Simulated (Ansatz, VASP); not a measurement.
Two plane-wave programs on InGa3P4

```
In Ga P
1.0
     5.62090    0.00000    0.00000
     0.00000    5.62090    0.00000
     0.00000    0.00000    5.62090
In Ga P
1 3 4
Direct
  0.50000 0.50000 0.50000
  0.00000 0.00000 0.50000
  0.00000 0.50000 0.00000
  0.50000 0.00000 0.00000
  0.76001 0.76001 0.76001
  0.76001 0.23999 0.23999
  0.23999 0.76001 0.23999
  0.23999 0.23999 0.76001
```

Alike in both runs: functional PBE; k mesh 6 × 6 × 6; occupations gaussian, width 0.02 eV; no spin polarisation.

Ansatz relaxed the structure, and its values are those at the end. VASP's run is a single point on that final structure, the one shown.

```csv
,VASP,Ansatz
version,VASP 6.6.1,Ansatz 0.2.0
potentials or method,"VASP PAW PBE potentials, release 64 (In_d, Ga_d, P), cutoff 520 eV","scalar-relativistic, plane waves, PAW"
valence electrons in the cell,72,72
```

VASP gave:

| Property | Result |
| --- | --- |
| gap on the k mesh at the Fermi level (eV) | 1.04 |
| least direct gap on the mesh (eV) | 1.04 |
| pressure (GPa) | 0.0 |

Q: Which values does Ansatz return?

A: gap on the k mesh at the Fermi level (eV): 1.05; least direct gap on the mesh (eV): 1.05; pressure (GPa): 0.0.
